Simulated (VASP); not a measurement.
Set up this calculation in VASP 6.6.1, as the native input.

```
Task                   : single point
Functional             : r2SCAN
Dispersion             : rVV10
Potentials or basis    : VASP PAW PBE potentials, release 64 (Se)
Cutoff                 : 520 eV
k mesh                 : 20 × 20 × 20
Occupations            : gaussian, width 0.1 eV
Spin                   : no spin polarisation
Dipole correction      : no
Further INCAR settings : ALGO = Normal; EDIFF = 1e-07; NBANDS = 9
```

The system is Se.

```
Se
1.0
    -1.44142    1.44142    1.44142
     1.44142   -1.44142    1.44142
     1.44142    1.44142   -1.44142
Se
1
Direct
  0.00000 0.00000 0.00000
```

One way to write it, as run:

POSCAR

```
Se
1.0
   -1.4414205561      1.4414205561      1.4414205561
    1.4414205561     -1.4414205561      1.4414205561
    1.4414205561      1.4414205561     -1.4414205561
Se
1
Direct
    0.0000000000      0.0000000000      0.0000000000
```

INCAR.step1

```
PREC = Accurate
ENCUT = 520
ISMEAR = 0
SIGMA = 0.1
LREAL = False
LASPH = True
NELM = 100
NBANDS = 9
GGA = PE
ALGO = Normal
EDIFF = 1E-4
LWAVE = True
LCHARG = False
```

INCAR.step2

```
PREC = Accurate
ENCUT = 520
EDIFF = 1E-7
ISMEAR = 0
SIGMA = 0.1
LREAL = False
LASPH = True
NELM = 100
ALGO = Normal
ISIF = 2
LWAVE = False
LCHARG = False
METAGGA = R2SCAN
LMIXTAU = True
LUSE_VDW = True
IVDW_NL = 2
BPARAM = 11.95
CPARAM = 0.0093
NBANDS = 9
ISTART = 1
```

KPOINTS

```
regular mesh
0
Gamma
  20 20 20
```

Potentials or basis: VASP PAW PBE potentials, release 64 (Se).

Launch:

```sh
$ cat potpaw_PBE.64/Se/POTCAR > POTCAR
$ cp INCAR.step1 INCAR
$ mpirun -np 1 vasp_std > vasp.out
$ cp INCAR.step2 INCAR
$ mpirun -np 1 vasp_std > vasp.out
```

It gave:

The pressure is 126.6 GPa and the band gap on the k mesh is zero (band 3 reaches 20.75 eV, above the bottom of band 4 at 5.75 eV).

Caveat: the PAW data sets were made with another functional, which shifts forces and pressure a little.

It took 74 s on 1 thread of Intel(R) Xeon(R) Platinum 8488C (Sapphire Rapids), on a shared host, peak memory 0.2 GiB.
